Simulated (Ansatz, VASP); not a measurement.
**One calculation of P, two programs**

File INCAR:

```
SYSTEM = P
PREC = Accurate
ENCUT = 520
EDIFF = 1E-7
ISMEAR = 0
SIGMA = 0.1
LREAL = .False.
LASPH = .True.
NELM = 60
ALGO = Normal
ISIF = 2
LWAVE = .False.
LCHARG = .True.
GGA = PE
LELF = .True.
LVHAR = .True.
NBANDS = 8
```

File KPOINTS:

```
regular mesh
0
Gamma
  22 22 22
  0 0 0
```

POSCAR

```
P
1.0
    2.4924307116      0.0000000000      0.0000000000
    0.0000000000      2.4924307116      0.0000000000
    0.0000000000      0.0000000000      2.4924307116
P
1
Direct
    0.0000000000      0.0000000000      0.0000000000
```

Input for Ansatz:

```yaml
crystal:
  lattice:
    - [2.4924307116, 0.0, 0.0]
    - [0.0, 2.4924307116, 0.0]
    - [0.0, 0.0, 2.4924307116]
  atoms:
    - { symbol: P, position: [0.0, 0.0, 0.0] }
basis:
  ecutwfc: 420
kpoints:
  mp_grid: { grid: [22, 22, 22] }
hamiltonian:
  xc: pbe
scf:
  occupations: { method: gaussian, width: 0.1 }
output:
  forces: true
  stress: true
  eigenvalues: true
  write_density: true
  write_potential: true
  elf: true
  volumetric_format: npy
```

Alike in both runs: task single point; functional PBE; k mesh 22 × 22 × 22; occupations gaussian, width 0.1 eV; no spin polarisation.

|  | VASP | Ansatz |
| --- | --- | --- |
| version | VASP 6.6.1 | Ansatz 0.2.0 |
| potentials or method | VASP PAW PBE potentials, release 64 (P), cutoff 520 eV | scalar-relativistic, plane waves, PAW |
| valence electrons in the cell | 5 | 5 |

VASP gave:

```
gap on the k mesh at the Fermi level (eV) : none
pressure (GPa)                            : -5.6
```

Q: Estimate Ansatz's values.

A: gap on the k mesh at the Fermi level (eV): none; pressure (GPa): -5.4.

A gap of «none» marks a metal or a gap that the smearing closes.
